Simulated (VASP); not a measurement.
# W (Cmme) in VASP: single point with PBE

Aim: the single point of W with PBE.

Everything below comes from runs of VASP 6.6.1. Logs are shortened: lines on timing, memory, paths and dates and some standing lists are left out, and cuts for length are marked.

## 1. The cell of the first run

The structure is orthorhombic, space group Cmme (No. 67). The conventional cell has a = 3.195 Å, b = 4.518 Å, c = 9.536 Å, α = 90.00°, β = 90.00°, γ = 90.00°. Within 3.6 Å of W (site symmetry mm2) lie 14 W at 2.77 to 3.57 Å. W (site symmetry mm2) has 14 W at 2.77 to 3.19 Å within 3.6 Å.

## 2. Single point, PBE (the distance across one plane changed)

INCAR

```
SYSTEM = W
PREC = Accurate ; ENCUT = 520
EDIFF = 1E-6 ; ISMEAR = 0
SIGMA = 0.15 ; LREAL = .FALSE.
LASPH = .TRUE. ; NELM = 80
ALGO = Fast ; ISIF = 2
LWAVE = .FALSE. ; LCHARG = .TRUE.
GGA = PE ; LELF = .TRUE.
LVHAR = .TRUE. ; NBANDS = 36
```

KPOINTS

```
regular mesh
0
G
  18 18 5
  0 0 0
```

POSCAR

```
W
1.0
   -1.5973000000      1.5973000000     -1.5973000000
   -1.5973000000     -1.5973000000      1.5973000000
    0.0000000000      6.7427533906      6.7427533906
W
4
Direct
    0.0000000000      0.0000000000      0.8291197492
    0.5000000000      0.5000000000      0.1184456785
    0.0000000000      0.0000000000      0.3553370354
    0.5000000000      0.5000000000      0.5922283923
```

Potentials or basis: VASP PAW PBE potentials, release 64 (W_sv).

Launch:

```sh
> cat potpaw_PBE.64/W_sv/POTCAR > POTCAR
> mpirun -np 1 vasp_std > vasp.out
```

OUTCAR:

```text
SYSTEM = W
   PREC = Accurate
   ENCUT = 520
   EDIFF = 1E-6
   ISMEAR = 0
   LREAL = .FALSE.
   LASPH = .TRUE.
   NELM = 80
   ISIF = 2
   GGA = PE

 ion  position               nearest neighbor table
   1  0.000  0.000  0.829-   4 2.77   4 2.77   2 3.19   2 3.19   4 3.19   4 3.19
   2  0.500  0.500  0.118-   3 2.77   3 2.77   1 3.19   1 3.19   3 3.19   3 3.19
   3  0.000  0.000  0.355-   2 2.77   2 2.77   4 2.77   4 2.77   2 3.19   2 3.19   4 3.19   4 3.19

   4  0.500  0.500  0.592-   1 2.77   1 2.77   3 2.77   3 2.77   1 3.19   1 3.19   3 3.19   3 3.19

  LATTYP: Found a base centered orthorhombic cell.
 ALAT       =     3.1946000000
 B/A-ratio  =     1.4142135624
 C/A-ratio  =     2.9849412423

  Lattice vectors:

 A1 = (  -1.5973000000,   1.5973000000,  -1.5973000000)
 A2 = (  -1.5973000000,  -1.5973000000,   1.5973000000)
 A3 = (   0.0000000000,   6.7427533906,   6.7427533906)

Analysis of symmetry for initial positions (statically):
=====================================================================
 Subroutine PRICEL returns:
 Original cell was already a primitive cell.

 Routine SETGRP: Setting up the symmetry group for a
 base centered orthorhombic supercell.

 Subroutine GETGRP returns: Found  8 space group operations
 (whereof  4 operations were pure point group operations)
 out of a pool of  8 trial point group operations.

The static configuration has the point symmetry C_2v.
 The point group associated with its full space group is D_2h.

Analysis of symmetry for dynamics (positions and initial velocities):
=====================================================================
 Subroutine PRICEL returns:
 Original cell was already a primitive cell.

 Routine SETGRP: Setting up the symmetry group for a
 base centered orthorhombic supercell.

 Subroutine GETGRP returns: Found  8 space group operations
 (whereof  4 operations were pure point group operations)
 out of a pool of  8 trial point group operations.

The dynamic configuration has the point symmetry C_2v.
 The point group associated with its full space group is D_2h.

 Subroutine INISYM returns: Found  8 space group operations
 (whereof  4 operations are pure point group operations),
 and found     1 'primitive' translations

----------------------------------------------------------------------------------------

                                     Primitive cell

[... 88 lines left out ...]
   ISPIN  =      1    spin polarized calculation?
   LNONCOLLINEAR =      F non collinear calculations
   LSORBIT =      F    spin-orbit coupling
   LASPH  =      T    aspherical Exc in radial PAW
   ENCUT  =  520.0 eV  38.22 Ry    6.18 a.u.   5.14  5.14 17.73*2*pi/ulx,y,z
   NELM   =     80;   NELMIN=  2; NELMDL= -5     # of ELM steps
   EDIFF  = 0.1E-05   stopping-criterion for ELM
   LREAL  =      F    real-space projection
   EDIFFG = 0.1E-04   stopping-criterion for IOM
   NSW    =      0    number of steps for IOM
   IBRION =     -1    ionic relax: 0-MD 1-quasi-New 2-CG
   NFREE  =      0    steps in history (QN), initial steepest desc. (CG)
   ISIF   =      2    stress and relaxation
   ISYM   =      2    0-nonsym 1-usesym 2-fastsym
   POTIM  = 0.5000    time-step for ionic-motion
   TEBEG  =    0.0;   TEEND  =   0.0 temperature during run
   PSTRESS=    0.0 pullay stress
   NELECT =      56.0000    total number of electrons
   NUPDOWN=      -1.0000    fix difference up-down
   EMIN   =  10.00;   EMAX   =-10.00  energy-range for DOS
   EFERMI =   0.00;   METHOD = LEGACY
   ISMEAR =     0;   SIGMA  =   0.15  broadening in eV -4-tet -1-fermi 0-gaus
   EFERMI_NEDOS =   21; number of points for ismear=-14 and -15
   IALGO  =     68    algorithm
   IMIX   =      4    mixing-type and parameters
     AMIX     =   0.40;   BMIX     =  1.00
     AMIX_MAG =   1.60;   BMIX_MAG =  1.00
  volume/ion in A,a.u.               =      17.20       116.09
  Fermi-wavevector in a.u.,A,eV,Ry     =   1.528437  2.888326 31.784820  2.336118
  Thomas-Fermi vector in A             =   2.636195
   LORBIT       =      0    0 simple, 1 ext, 2 COOP (PROOUT), +10 PAW based schemes
   GGA     = PE    functional components
   LHFCALC =     F    Hartree Fock is set to
   AEXX    =    0.0000 exact exchange contribution
   IVDW    =     0    specifies the selected vdW correction
   LEPSILON=     F    determine dielectric tensor
   LRPA    =     F    only Hartree local field effects (RPA)
 non-spin polarized calculation
 RMM-DIIS sequential band-by-band and
 Gauss-broadening in eV      SIGMA  =   0.15
  energy-cutoff  :      520.00
  volume of cell :       68.81
 maximum number of plane-waves:      1874
 NGX is ok and might be reduce to    24
   NGX = 11   NGY = 11   NGZ = 35

 number of electron      55.9999995 magnetization

 Free energy of the ion-electron system (eV)
  ---------------------------------------------------
  ext. energy  EPLUGINS =         0.00000000
  ---------------------------------------------------
  free energy    TOTEN  =       -51.12884440 eV

  energy without entropy =      -51.10665114  energy(sigma->0) =      -51.11774777

 E-fermi :  10.2750     XC(G=0): -13.1556

 val. band max:       10.2745102082   @ k =  -0.4444   0.4444   0.0000
 cond. band min:      10.2801946968   @ k =   0.4444   0.2778   0.0000
 fundamental gap:      0.0056844886
 Fermi energy:        10.2750045786

 k-point     1 :       0.0000    0.0000    0.0000
  band No.  band energies     occupation
      1     -64.0082      2.00000
      2     -63.9959      2.00000
      3     -63.9143      2.00000
      4     -63.8586      2.00000
      5     -28.6665      2.00000
      6     -28.3387      2.00000
[... 925 lines left out ...]
     35      12.3813      0.00000
     36      13.0539      0.00000

 [... further k-points ...]
[... 5 lines left out ...]
  --------------------------------------------------------------------------------------
  -------------------------------------------------------------------------------------
  Total       -3.8451100     -5.6185489     -5.6185489      0.0000000     -1.8416158      0.0000000
  in kB      -89.5259844   -130.8170934   -130.8170934      0.0000000    -42.8784782      0.0000000
  external PRESSURE =    -117.0533904 kB  Pullay stress =       0.0000000 kB

 VOLUME and BASIS-vectors are now :
 -----------------------------------------------------------------------------
  energy-cutoff  :      520.00
  volume of cell :       68.81
      direct lattice vectors                 reciprocal lattice vectors
    -1.597300000  1.597300000 -1.597300000    -0.313028235  0.156514118 -0.156514118
    -1.597300000 -1.597300000  1.597300000    -0.313028235 -0.156514118  0.156514118
     0.000000000  6.742753391  6.742753391     0.000000000  0.074153683  0.074153683

 POSITION                                       TOTAL-FORCE (eV/Angst)
 -----------------------------------------------------------------------------------
      0.00000      5.59055      5.59055         0.000000      1.177945      1.177945
     -1.59730      0.79865      0.79865        -0.000000     -1.177945     -1.177945
      0.00000      2.39595      2.39595        -0.000000     -0.140652     -0.140652
     -1.59730      3.99325      3.99325         0.000000      0.140652      0.140652
 -----------------------------------------------------------------------------------
    total drift:                                0.000000      0.000027      0.000027

  FREE ENERGIE OF THE ION-ELECTRON SYSTEM (eV)
  ---------------------------------------------------
  free  energy   TOTEN  =       -51.1288443982 eV

  energy  without entropy=      -51.1066511429  energy(sigma->0) =      -51.11774777
```

stdout:

```text
POSCAR found type information on POSCAR W
 POSCAR found :  1 types and       4 ions
 scaLAPACK will be used
 LDA part: xc-table for (Slater+PW92), standard interpolation
 POSCAR, INCAR and KPOINTS ok, starting setup
 FFT: planning ... GRIDC
 FFT: planning ... GRID_SOFT
 FFT: planning ... GRID
 WAVECAR not read
 entering main loop
WARNING in EDDRMM: call to ZHEGV failed, returncode =   6  3     32
WARNING in EDDRMM: call to ZHEGV failed, returncode =   8  4     35
WARNING in EDDRMM: call to ZHEGV failed, returncode =   8  4     30
```

Run time: 6.5 min. Hardware: 1 thread of Intel Xeon 6975P-C (Granite Rapids), shared host; peak memory 0.55 GiB.

Results:

* Free energy: -51.1288 eV
* Pressure: -11.7 GPa
* Largest force: 1.666 eV/Å
* Band gap on the k mesh: zero (bands 28 and 29 overlap by 2.29 eV)

Forces on the atoms (eV/Å):
```
W    0.000  1.178  1.178
W    0.000 -1.178 -1.178
W    0.000 -0.141 -0.141
W    0.000  0.141  0.141
```

Stress tensor (GPa, compression positive):
```
 -8.95   0.00   0.00
  0.00 -13.08  -4.29
  0.00  -4.29 -13.08
```

Levels at points of the mesh, in eV from the Fermi level:
```
           k point  band 25  band 26  band 27  band 28  band 29  band 30  band 31  band 32
(0.00, 0.00, 0.00)    -1.51    -1.33    -1.24    -0.80     0.17     1.09     1.58     1.76
(0.50, 0.00, 0.00)    -2.01    -2.01     0.57     0.57     1.85     1.85     2.06     2.06
(0.50, 0.50, 0.00)    -1.01     0.06     0.13     0.34     0.80     1.60     2.13     4.23
```

Caveat: the cell differs from its parent crystal (the distance across one plane changed); the cell stands under tension; spin-orbit coupling is left out, which moves the levels of the heavy elements; forces of over 1 eV/Å act on the atoms, so gaps and moduli don't describe the material at rest.
